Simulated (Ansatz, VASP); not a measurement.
# One calculation of CaO, two programs

File INCAR:

```
PREC = Accurate ; ENCUT = 520
EDIFF = 1E-6 ; ISMEAR = 0
SIGMA = 0.05 ; LREAL = F
LASPH = T ; NELM = 60
ALGO = Normal ; ISIF = 2
LWAVE = F ; LCHARG = F
GGA = PE ; NBANDS = 24
```

Contents of KPOINTS:

```
Automatic mesh
0
Gamma
  9 9 6
```

The input POSCAR:

```
CaO
1.0
    4.0945238161      0.0000000000      0.0000000000
   -2.0472619081      3.5459616412      0.0000000000
    0.0000000000      0.0000000000      4.7218048648
Ca O
2 2
Direct
    0.3333333333      0.6666666667      0.7500000000
    0.6666666667      0.3333333333      0.2500000000
    0.3333333333      0.6666666667      0.2500000000
    0.6666666667      0.3333333333      0.7500000000
```

Input for Ansatz:

```yaml
crystal:
  lattice:
    - [4.0945238161, 0.0, 0.0]
    - [-2.0472619081, 3.5459616412, 0.0]
    - [0.0, 0.0, 4.7218048648]
  atoms:
    - { symbol: Ca, position: [0.3333333333, 0.6666666667, 0.75] }
    - { symbol: Ca, position: [0.6666666667, 0.3333333333, 0.25] }
    - { symbol: O, position: [0.3333333333, 0.6666666667, 0.25] }
    - { symbol: O, position: [0.6666666667, 0.3333333333, 0.75] }
basis:
  ecutwfc: 520.0
kpoints:
  mp_grid: { grid: [9, 9, 6] }
hamiltonian:
  xc: pbe
scf:
  occupations: { method: gaussian, width: 0.05 }
output:
  forces: true
  stress: true
  eigenvalues: true
```

Alike in both runs: task single point; functional PBE; k mesh 9 × 9 × 6; occupations gaussian, width 0.05 eV; no spin polarisation.

```csv
,VASP,Ansatz
version,VASP 6.6.1,Ansatz 0.2.0
potentials or method,"VASP PAW PBE potentials, release 64 (Ca_sv, O), cutoff 520 eV","scalar-relativistic, plane waves, PAW"
valence electrons in the cell,32,32
```

```csv
,VASP,Ansatz,Ansatz less VASP
gap on the k mesh at the Fermi level (eV),2.92,2.93,+0.016
least direct gap on the mesh (eV),2.92,2.93,+0.016
pressure (GPa),-1.2,-1.6,-0.42
"traceless stress, the component that is largest in VASP (GPa)",3.08,2.92,-0.157
```

The functional is the same, so the differences come from potentials, cutoffs and numerics.
